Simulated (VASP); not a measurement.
Here is a VASP 6.6.1 calculation.

INCAR

```
SYSTEM = Mg3Zn5O8
PREC     = Accurate       ! precision mode
ENCUT    = 520            ! plane-wave cutoff, eV
EDIFF    = 1E-7           ! SCF threshold, eV
ISMEAR   = 0              ! smearing method
SIGMA    = 0.02           ! smearing width, eV
LREAL    = Auto         
LASPH    = .TRUE.         ! aspherical terms in the spheres
NELM     = 60             ! most SCF steps
ALGO     = Normal         ! electronic algorithm
ISIF     = 2              ! what is computed and relaxed
LWAVE    = .FALSE.        ! write WAVECAR
LCHARG   = .FALSE.        ! write CHGCAR
GGA      = PS             ! functional
NBANDS   = 71             ! bands
```

File KPOINTS:

```
regular mesh
0
G
  6 6 6
  0 0 0
```

POSCAR

```
Mg3Zn5O8
1.0
    0.0001214041      0.0000700927     -5.1819081577
    3.2293354905      5.6211200203     -0.0001515564
    3.2533649901     -5.6349934584      0.0000000000
Mg Zn O
3 5 8
Direct
    0.5009242315      0.1669258967      0.3325994983
    0.5009242315      0.1669258967      0.8343263984
   -0.0017315824      0.3359043130      0.6679521565
    0.5051220040      0.6648040608      0.3324020304
    0.5032126337      0.6641594510      0.8320797255
    0.0004612370      0.3324239880      0.1662119940
    0.0023453285      0.8344891342      0.6679284808
    0.0023453285      0.8344891342      0.1665606534
    0.6173198666      0.3297755669      0.6648877835
    0.6188197399      0.3310884526      0.1655442263
    0.6196469846      0.8326966559      0.6666285928
    0.6196469846      0.8326966559      0.1660680631
    0.1188954293      0.1689587841      0.3357841572
    0.1188954293      0.1689587841      0.8331746269
    0.1208956519      0.6675456325      0.3337728163
    0.1201965015      0.6681575935      0.8340787967
```

Potentials or basis: VASP PAW PBE potentials, release 64 (Mg, Zn, O).

Run with:

```bash
$ cat potpaw_PBE.64/Mg/POTCAR potpaw_PBE.64/Zn/POTCAR potpaw_PBE.64/O/POTCAR > POTCAR
$ mpirun -np 1 vasp_std > vasp.out
```

Problem. Predict the largest force.

Solution. 0.078 eV/Å.

Problem. Predict the pressure.

Solution. 0.5 GPa.

Problem. What does it give for the band gap on the k mesh?

Solution. 1.52 eV.

Forces in eV/Å, atoms in the order of the input:
```
Mg   0.001 -0.002  0.005
Mg  -0.002  0.002  0.005
Mg  -0.003 -0.002  0.001
Zn   0.005  0.003  0.004
Zn   0.003  0.002  0.001
Zn   0.001  0.001  0.000
Zn  -0.003  0.003 -0.001
Zn   0.001 -0.004 -0.001
O   -0.053 -0.031 -0.023
O   -0.056 -0.032  0.041
O    0.052  0.031  0.019
O    0.053  0.030  0.019
O    0.055 -0.032 -0.045
O    0.000  0.064 -0.045
O    0.001  0.000  0.000
O   -0.055 -0.032  0.019
```

Caveat: the PAW data sets were made with another functional, which shifts forces and pressure a little. A k mesh can miss the band edges.
